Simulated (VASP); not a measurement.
# Re (Fmmm) in VASP: notebook, part 2 of 2

VASP 6.6.1.

**4. Single point, PBE (normal strain along x -0.0550, normal strain along z +0.0275)**

INCAR

```
SYSTEM = Re
PREC = Accurate
ENCUT = 520
EDIFF = 1E-6
ISMEAR = 0
SIGMA = 0.15
LREAL = .FALSE.
LASPH = .TRUE.
NELM = 100
ALGO = Fast
ISIF = 2
LWAVE = .FALSE.
LCHARG = .FALSE.
GGA = PE
NBANDS = 10
```

KPOINTS

```
Automatic mesh
0
G
  10 10 10
  0 0 0
```

POSCAR

```
Re
1.0
    0.0000000000      1.9577236186      2.0115610181
    1.8500488196      0.0000000000      2.0115610181
    1.8500488196      1.9577236186      0.0000000000
Re
1
Direct
    0.0000000000      0.0000000000      0.0000000000
```

Potentials or basis: VASP PAW PBE potentials, release 64 (Re).

Run with:

```sh
$ cat potpaw_PBE.64/Re/POTCAR > POTCAR
$ mpirun -np 1 vasp_std > vasp.out
```

OUTCAR:

```text
SYSTEM = Re
   PREC = Accurate
   ENCUT = 520
   EDIFF = 1E-6
   ISMEAR = 0
   LREAL = .FALSE.
   LASPH = .TRUE.
   NELM = 100
   ISIF = 2
   GGA = PE

 ion  position               nearest neighbor table
   1  0.000  0.000  0.000-

  LATTYP: Found a face centered orthorhombic cell.
 ALAT       =     3.7000976392
 B/A-ratio  =     1.0582010582
 C/A-ratio  =     1.0873015873

  Lattice vectors:

 A1 = (   0.0000000000,   1.9577236186,   2.0115610181)
 A2 = (   1.8500488196,   0.0000000000,   2.0115610181)
 A3 = (   1.8500488196,   1.9577236186,   0.0000000000)

Analysis of symmetry for initial positions (statically):
=====================================================================
 Subroutine PRICEL returns:
 Original cell was already a primitive cell.

 Routine SETGRP: Setting up the symmetry group for a
 face centered orthorhombic supercell.

 Subroutine GETGRP returns: Found  8 space group operations
 (whereof  8 operations were pure point group operations)
 out of a pool of  8 trial point group operations.

The static configuration has the point symmetry D_2h.

Analysis of symmetry for dynamics (positions and initial velocities):
=====================================================================
 Subroutine PRICEL returns:
 Original cell was already a primitive cell.

 Routine SETGRP: Setting up the symmetry group for a
 face centered orthorhombic supercell.

 Subroutine GETGRP returns: Found  8 space group operations
 (whereof  8 operations were pure point group operations)
 out of a pool of  8 trial point group operations.

The dynamic configuration has the point symmetry D_2h.

 Subroutine INISYM returns: Found  8 space group operations
 (whereof  8 operations are pure point group operations),
 and found     1 'primitive' translations

----------------------------------------------------------------------------------------

                                     Primitive cell

  volume of cell :      14.5713

  direct lattice vectors                    reciprocal lattice vectors
     0.000000000  1.957723619  2.011561018    -0.270263138  0.255398666  0.248563178
     1.850048820  0.000000000  2.011561018     0.270263138 -0.255398666  0.248563178
     1.850048820  1.957723619  0.000000000     0.270263138  0.255398666 -0.248563178

  length of vectors
     2.806966244  2.732957805  2.693577993     0.447274296  0.447274296  0.447274296

  position of ions in fractional coordinates (direct lattice)
     0.000000000  0.000000000  0.000000000

  ion indices of the primitive-cell ions
   primitive index   ion index
                 1           1

----------------------------------------------------------------------------------------

 KPOINTS: Automatic mesh

Automatic generation of k-mesh.
 Grid dimensions read from file:
 generate k-points for:   10   10   10

 Generating k-lattice:

  Cartesian coordinates                     Fractional coordinates (reciprocal lattice)
    -0.027026314  0.025539867  0.024856318     0.100000000  0.000000000 -0.000000000
     0.027026314 -0.025539867  0.024856318     0.000000000  0.100000000  0.000000000
     0.027026314  0.025539867 -0.024856318    -0.000000000 -0.000000000  0.100000000

  Length of vectors
     0.044727430  0.044727430  0.044727430

  Shift w.r.t. Gamma in fractional coordinates (k-lattice)
     0.000000000  0.000000000  0.000000000

 Subroutine IBZKPT returns following result:
 ===========================================

 Found    171 irreducible k-points:

 Following reciprocal coordinates:
            Coordinates               Weight
  0.000000  0.000000  0.000000      1.000000
  0.100000  0.000000 -0.000000      8.000000
  0.200000  0.000000 -0.000000      8.000000
  0.300000  0.000000 -0.000000      8.000000
  0.400000  0.000000  0.000000      8.000000
  0.500000  0.000000 -0.000000      4.000000
[... 16 lines left out ...]
  0.300000  0.300000  0.000000      2.000000
  0.400000  0.300000 -0.000000      8.000000
 [... further k-points ...]
   k-points           NKPTS =    171   k-points in BZ     NKDIM =    171   number of bands    NBANDS=     10
   number of dos      NEDOS =    301   number of ions     NIONS =      1
   total plane-waves  NPLWV =   9600
   dimension x,y,z NGX =    24 NGY =   20 NGZ =   20
   dimension x,y,z NGXF=    48 NGYF=   40 NGZF=   40
   ions per type =               1
   NGX,Y,Z   is equivalent  to a cutoff of  14.21, 12.17, 12.34 a.u.
   NGXF,Y,Z  is equivalent  to a cutoff of  28.43, 24.33, 24.69 a.u.
 SYSTEM =  Re
   PREC   = accura    normal or accurate (medium, high low for compatibility)
   ISTART =      0    job   : 0-new  1-cont  2-samecut
   ICHARG =      2    charge: 1-file 2-atom 10-const
   ISPIN  =      1    spin polarized calculation?
   LNONCOLLINEAR =      F non collinear calculations
   LSORBIT =      F    spin-orbit coupling
   LASPH  =      T    aspherical Exc in radial PAW
   ENCUT  =  520.0 eV  38.22 Ry    6.18 a.u.   5.22  5.08  5.01*2*pi/ulx,y,z
   NELM   =    100;   NELMIN=  2; NELMDL= -5     # of ELM steps
   EDIFF  = 0.1E-05   stopping-criterion for ELM
   LREAL  =      F    real-space projection
   EDIFFG = 0.1E-04   stopping-criterion for IOM
   NSW    =      0    number of steps for IOM
   IBRION =     -1    ionic relax: 0-MD 1-quasi-New 2-CG
   NFREE  =      0    steps in history (QN), initial steepest desc. (CG)
   ISIF   =      2    stress and relaxation
   ISYM   =      2    0-nonsym 1-usesym 2-fastsym
   POTIM  = 0.5000    time-step for ionic-motion
   TEBEG  =    0.0;   TEEND  =   0.0 temperature during run
   PSTRESS=    0.0 pullay stress
   NELECT =       7.0000    total number of electrons
   NUPDOWN=      -1.0000    fix difference up-down
   EMIN   =  10.00;   EMAX   =-10.00  energy-range for DOS
   EFERMI =   0.00;   METHOD = LEGACY
   ISMEAR =     0;   SIGMA  =   0.15  broadening in eV -4-tet -1-fermi 0-gaus
   EFERMI_NEDOS =   21; number of points for ismear=-14 and -15
   IALGO  =     68    algorithm
   IMIX   =      4    mixing-type and parameters
     AMIX     =   0.40;   BMIX     =  1.00
     AMIX_MAG =   1.60;   BMIX_MAG =  1.00
  volume/ion in A,a.u.               =      14.57        98.33
  Fermi-wavevector in a.u.,A,eV,Ry     =   1.282158  2.422928 22.367018  1.643929
  Thomas-Fermi vector in A             =   2.414486
   LORBIT       =      0    0 simple, 1 ext, 2 COOP (PROOUT), +10 PAW based schemes
   GGA     = PE    functional components
   LHFCALC =     F    Hartree Fock is set to
   AEXX    =    0.0000 exact exchange contribution
   IVDW    =     0    specifies the selected vdW correction
   LEPSILON=     F    determine dielectric tensor
   LRPA    =     F    only Hartree local field effects (RPA)
 non-spin polarized calculation
 RMM-DIIS sequential band-by-band and
 Gauss-broadening in eV      SIGMA  =   0.15
  energy-cutoff  :      520.00
  volume of cell :       14.57
 maximum number of plane-waves:       411
 NGX is ok and might be reduce to    24
   NGX = 11   NGY = 11   NGZ =  9

 number of electron       7.0000000 magnetization

 Free energy of the ion-electron system (eV)
  ---------------------------------------------------
  ext. energy  EPLUGINS =         0.00000000
  ---------------------------------------------------
  free energy    TOTEN  =       -12.31457995 eV

  energy without entropy =      -12.30371451  energy(sigma->0) =      -12.30914723

 E-fermi :   8.3423     XC(G=0): -13.7824

 val. band max:        8.3416168471   @ k =   0.2000   0.0000   0.1000
 cond. band min:       8.3743486312   @ k =   0.3000   0.2000   0.1000
 fundamental gap:      0.0327317840
 Fermi energy:         8.3422627377

 k-point     1 :       0.0000    0.0000    0.0000
  band No.  band energies     occupation
      1      -1.9242      2.00000
      2       5.8409      2.00000
      3       6.2713      2.00000
      4       7.0469      2.00000
      5       8.8046      0.00001
      6      10.2301      0.00000
      7      22.2979      0.00000
      8      26.6664      0.00000
      9      27.5422      0.00000
     10      29.7192      0.00000

 k-point     2 :       0.1000    0.0000   -0.0000
  band No.  band energies     occupation
      1      -1.4604      2.00000
      2       5.8422      2.00000
      3       6.3257      2.00000
      4       7.0838      2.00000
      5       8.7265      0.00029
      6      10.0096      0.00000
      7      23.1712      0.00000
      8      25.9854      0.00000
      9      27.9086      0.00000
     10      29.6831      0.00000
[... 274 lines left out ...]
 k-point    24 :       0.4000    0.3000   -0.0000
  band No.  band energies     occupation
      1       1.9170      2.00000
      2       3.1305      2.00000
      3       6.8612      2.00000
      4      10.1190      0.00000
      5      11.5593      0.00000
      6      12.0260      0.00000
      7      22.5979      0.00000
      8      24.9283      0.00000
      9      25.3149      0.00000
     10      30.8608      0.00000

 [... further k-points ...]
[... 5 lines left out ...]
  --------------------------------------------------------------------------------------
  -------------------------------------------------------------------------------------
  Total        2.1572206      0.8695713      0.0545493      0.0000000      0.0000000      0.0000000
  in kB      237.1960017     95.6132294      5.9979375      0.0000000      0.0000000      0.0000000
  external PRESSURE =     112.9357229 kB  Pullay stress =       0.0000000 kB

 VOLUME and BASIS-vectors are now :
 -----------------------------------------------------------------------------
  energy-cutoff  :      520.00
  volume of cell :       14.57
      direct lattice vectors                 reciprocal lattice vectors
     0.000000000  1.957723619  2.011561018    -0.270263138  0.255398666  0.248563178
     1.850048820  0.000000000  2.011561018     0.270263138 -0.255398666  0.248563178
     1.850048820  1.957723619  0.000000000     0.270263138  0.255398666 -0.248563178

 POSITION                                       TOTAL-FORCE (eV/Angst)
 -----------------------------------------------------------------------------------
      0.00000      0.00000      0.00000        -0.000000      0.000000      0.000000
 -----------------------------------------------------------------------------------
    total drift:                                0.000000      0.000000     -0.000000

  FREE ENERGIE OF THE ION-ELECTRON SYSTEM (eV)
  ---------------------------------------------------
  free  energy   TOTEN  =       -12.3145799523 eV

  energy  without entropy=      -12.3037145062  energy(sigma->0) =      -12.30914723
```

stdout:

```text
POSCAR found type information on POSCAR Re
 POSCAR found :  1 types and       1 ions
 scaLAPACK will be used
 LDA part: xc-table for (Slater+PW92), standard interpolation
 POSCAR, INCAR and KPOINTS ok, starting setup
 FFT: planning ... GRIDC
 FFT: planning ... GRID_SOFT
 FFT: planning ... GRID
 WAVECAR not read
 entering main loop
```

It took 14 s on 1 thread of Intel Xeon Platinum 8488C (Sapphire Rapids), shared host; peak memory 0.15 GiB.

What came out:

| Item | Value |
| --- | --- |
| Free energy | -12.3146 eV |
| Pressure | 11.3 GPa |

Levels at points of the mesh, in eV from the Fermi level:
```
           k point  band 1  band 2  band 3  band 4  band 5  band 6  band 7
(0.00, 0.00, 0.00)  -10.27   -2.50   -2.07   -1.30    0.46    1.89   13.96
(0.50, 0.00, 0.00)   -7.01   -2.78   -1.59    0.19    3.46    4.17   10.13
(0.50, 0.50, 0.00)   -7.01   -6.00    2.03    3.77    4.15    4.89   12.26
(0.50, 0.00, 0.50)   -6.99   -6.01    2.59    3.60    3.92    5.18   11.88
(0.00, 0.50, 0.50)   -6.94   -6.20    3.73    3.83    4.35    4.86   11.32
```

Caveat: the cell differs from its parent crystal (normal strain along x -0.0550, normal strain along z +0.0275); spin-orbit coupling is left out, which moves the levels of the heavy elements.

**5. Single point, PBE (normal strain along x -0.1100, normal strain along z +0.0825)**

INCAR

```
ALGO = Fast
EDIFF = 1E-7
ENCUT = 520
GGA = PE
ISIF = 2
ISMEAR = 0
LASPH = True
LCHARG = True
LELF = True
LREAL = False
LVHAR = True
LWAVE = False
NBANDS = 10
NELM = 100
PREC = Accurate
SIGMA = 0.15
```

KPOINTS

```
k-points
0
Gamma
  10 10 10
```

POSCAR

```
Re
1.0
    0.0000000000      1.9577236186      2.1192358171
    1.7423740206      0.0000000000      2.1192358171
    1.7423740206      1.9577236186      0.0000000000
Re
1
Direct
    0.0000000000      0.0000000000      0.0000000000
```

Run with:

```sh
$ cat potpaw_PBE.64/Re/POTCAR > POTCAR
$ mpirun -np 1 vasp_std > vasp.out
```

Wall time 15 s (1 thread of Intel Xeon Platinum 8488C (Sapphire Rapids), shared host); peak memory 0.14 GiB.

Results (log left out):

- Free energy: -12.1434 eV
- Pressure: 17.2 GPa

Stress tensor (GPa, compression positive):
```
34.65  0.00  0.00
 0.00 22.33  0.00
 0.00  0.00 -5.34
```

Levels at points of the mesh, in eV from the Fermi level:
| k point | band 1 | band 2 | band 3 | band 4 | band 5 | band 6 | band 7 | band 8 |
| --- | --- | --- | --- | --- | --- | --- | --- | --- |
| (0.00, 0.00, 0.00) | -10.45 | -3.31 | -1.93 | -0.78 | -0.51 | 2.35 | 14.27 | 16.66 |
| (0.50, 0.00, 0.00) | -7.19 | -3.62 | -0.85 | 0.14 | 2.90 | 4.45 | 10.37 | 12.90 |
| (0.50, 0.50, 0.00) | -7.27 | -6.02 | 0.89 | 3.55 | 3.72 | 4.81 | 10.96 | 13.00 |
| (0.50, 0.00, 0.50) | -7.21 | -5.85 | 2.45 | 2.73 | 2.84 | 5.77 | 11.26 | 13.22 |
| (0.00, 0.50, 0.50) | -7.11 | -6.49 | 3.60 | 3.61 | 5.13 | 5.30 | 10.03 | 11.15 |

Caveat: the cell differs from its parent crystal (normal strain along x -0.1100, normal strain along z +0.0825); spin-orbit coupling is left out, which moves the levels of the heavy elements.

**6. Single point, PBE (normal strain along x -0.0550, normal strain along z +0.0550)**

INCAR

```
PREC     = Accurate       # precision mode
ENCUT    = 520            # plane-wave cutoff, eV
EDIFF    = 1E-6           # SCF threshold, eV
ISMEAR   = 0              # smearing method
SIGMA    = 0.15           # smearing width, eV
LREAL    = False          # projectors in reciprocal space
LASPH    = True           # aspherical terms in the spheres
NELM     = 80             # most SCF steps
ALGO     = Normal         # electronic algorithm
ISIF     = 2              # what is computed and relaxed
LWAVE    = False          # write WAVECAR
LCHARG   = False          # write CHGCAR
GGA      = PE             # functional
NBANDS   = 10             # bands
```

KPOINTS

```
Automatic mesh
0
Gamma
  10 10 10
```

POSCAR

```
Re
1.0
    0.0000000000      1.9577236186      2.0653984176
    1.8500488196      0.0000000000      2.0653984176
    1.8500488196      1.9577236186      0.0000000000
Re
1
Direct
    0.0000000000      0.0000000000      0.0000000000
```

Potentials or basis: VASP PAW PBE potentials, release 64 (Re).

Run with:

```sh
$ cat potpaw_PBE.64/Re/POTCAR > POTCAR
$ mpirun -np 1 vasp_std > vasp.out
```

Wall time 14 s (1 thread of Intel Xeon Platinum 8488C (Sapphire Rapids), shared host); peak memory 0.15 GiB.

The run converged. Its results:

- Free energy: -12.2978 eV
- Pressure: 1.4 GPa

Stress tensor (GPa, compression positive):
```
 14.69   0.00   0.00
  0.00   3.61   0.00
  0.00   0.00 -14.00
```

Levels at points of the mesh, in eV from the Fermi level:
```csv
k point,band 1,band 2,band 3,band 4,band 5,band 6,band 7
"(0.00, 0.00, 0.00)",-10.08,-2.66,-1.83,-1.10,0.17,2.00,13.99
"(0.50, 0.00, 0.00)",-6.82,-2.83,-1.37,0.15,3.23,4.05,9.77
"(0.50, 0.50, 0.00)",-6.81,-5.78,1.58,3.65,3.97,4.61,11.34
"(0.50, 0.00, 0.50)",-6.76,-5.76,2.65,3.30,3.51,5.16,11.41
"(0.00, 0.50, 0.50)",-6.70,-5.98,3.52,3.89,3.90,4.89,10.82
```

Caveat: the cell differs from its parent crystal (normal strain along x -0.0550, normal strain along z +0.0550); spin-orbit coupling is left out, which moves the levels of the heavy elements.

**7. Summary**

```tsv
cell	gap on the mesh (eV)	pressure (GPa)
a = 2.807, b = 2.661, c = 2.621 Å, angles 64.2, 58.6, 57.2°, 1 atom	none	41.1
a = 2.846, b = 2.737, c = 2.657 Å, angles 63.7, 59.5, 56.8°, 1 atom	none	13.9
a = 2.807, b = 2.733, c = 2.694 Å, angles 62.3, 59.5, 58.2°, 1 atom	none	11.3
a = 2.885, b = 2.744, c = 2.621 Å, angles 65.0, 59.5, 55.4°, 1 atom	none	17.2
a = 2.846, b = 2.773, c = 2.694 Å, angles 62.7, 60.0, 57.3°, 1 atom	none	1.4
```

Alike in all rows: task single point; level PBE; potentials or basis VASP PAW PBE potentials, release 64 (Re); no spin polarisation; k mesh 10 × 10 × 10; cutoff (eV) 520; smearing gaussian 0.15 eV.

Caveats: spin-orbit coupling is left out, which moves the levels of the heavy elements.

Absolute energies hang on the potentials; compare differences alone.
